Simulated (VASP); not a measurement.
Crystal: CsPbI2Br.

```
Cs Pb I Br
1.0
     6.36512    0.00000    0.00000
     0.00000    6.36512    0.00000
     0.00000    0.00000    5.92424
Cs Pb I Br
1 1 2 1
Direct
  0.50000 0.50000 0.50000
  0.00000 0.00000 0.00000
  0.00000 0.50000 0.00000
  0.50000 0.00000 0.00000
  0.00000 0.00000 0.50000
```

Base run:

- Program: VASP 6.6.1
- Functional: PBE
- Potentials or basis: VASP PAW PBE potentials, release 64 (Cs_sv, Pb_d, I, Br)
- Cutoff: 520 eV
- k mesh: 4 × 4 × 4
- Occupations: gaussian, width 0.01 eV
- Spin: no spin polarisation

Its results: band gap on the k mesh 1.42 eV; pressure 0.5 GPa.

Task: After a change of settings the same cell gave: band gap on the k mesh 1.29 eV; pressure -1.6 GPa. Which change was it?
A. functional from PBE to LDA; potentials or basis from VASP PAW PBE potentials, release 64 (Cs_sv, Pb_d, I, Br) to VASP PAW LDA potentials, release 64 (Cs_sv, Pb_d, I, Br)
B. occupations from gaussian, width 0.01 eV to fermi-dirac, width 0.2 eV
C. functional from PBE to HSE06; k mesh from 4 × 4 × 4 to 2 × 2 × 2

Result: A.

Caveats: spin-orbit coupling is left out, which moves the levels of the heavy elements.
